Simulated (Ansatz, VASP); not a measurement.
TiAl3: VASP beside Ansatz

```
Ti Al
1.0
     2.91989    0.00000    0.00000
    -1.45995    2.52870    0.00000
     0.00000    0.00000   14.04918
Ti Al
2 6
Direct
  0.00000 0.00000 0.00000
  0.00000 0.00000 0.50000
  0.33333 0.66667 0.08889
  0.66667 0.33333 0.58889
  0.33333 0.66667 0.41111
  0.66667 0.33333 0.91111
  0.33333 0.66667 0.75000
  0.66667 0.33333 0.25000
```

Change from the starting cell: species swapped into the Co3H type (P6_3/mmc, No. 194).

Alike in both runs: task single point; functional PBE; k mesh 6 × 6 × 2; occupations gaussian, width 0.1 eV; no spin polarisation.

|  | VASP | Ansatz |
| --- | --- | --- |
| version | VASP 6.6.1 | Ansatz 0.2.0 |
| potentials or method | VASP PAW PBE potentials, release 64 (Ti_sv, Al), cutoff 520 eV | scalar-relativistic, plane waves, PAW |
| valence electrons in the cell | 42 | 42 |

|  | VASP | Ansatz | Ansatz less VASP |
| --- | --- | --- | --- |
| gap on the k mesh at the Fermi level (eV) | none | none | - |
| rms of the force components (eV/Å) | 3.930 | 3.943 | +0.0128 |

Atom by atom the forces differ by 0.013 eV/Å (rms over components). A gap of «none» marks a metal or a gap that the smearing closes.

The k mesh is coarse, so the values compare programs but aren't converged.
